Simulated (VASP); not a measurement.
Mg2S, 6 atoms in the cell. Symmetry: I4/mcm, No. 140, tetragonal system. The conventional cell has a = 5.918 Å, b = 5.918 Å, c = 6.918 Å, α = 90.00°, β = 90.00°, γ = 90.00°. Mg (site symmetry m2m) has 4 S at 2.78 Å and 7 Mg at 3.01 to 3.65 Å within 3.7 Å. Within 3.7 Å of S (site symmetry 422) lie 8 Mg at 2.78 Å and 2 S at 3.46 Å. 

| Quantity | Value |
| --- | --- |
| Program | VASP 6.6.1 |
| Task | single point |
| Functional | PBE |
| Potentials or basis | VASP PAW PBE potentials, release 64 (Mg, S) |
| Cutoff | 520 eV |
| k mesh | 10 × 10 × 10 |
| Occupations | gaussian, width 0.1 eV |
| Spin | no spin polarisation |
| Dipole correction | no |
| Further INCAR settings | ALGO = Normal; EDIFF = 1e-06; NBANDS = 19 |

Potentials or basis: VASP PAW PBE potentials, release 64 (Mg, S).

The run is started by

```console
$ cat potpaw_PBE.64/Mg/POTCAR potpaw_PBE.64/S/POTCAR > POTCAR
$ mpirun -np 1 vasp_std > vasp.out
```

Hardware: 1 thread of AMD EPYC 9R45 (Zen 5), with other jobs on the host.

Q: Estimate the wall time of this run.

A: It took 2.8 min on 1 thread of AMD EPYC 9R45 (Zen 5), on a shared host, peak memory 0.34 GiB. Counts: scf iterations 12, k points 102.
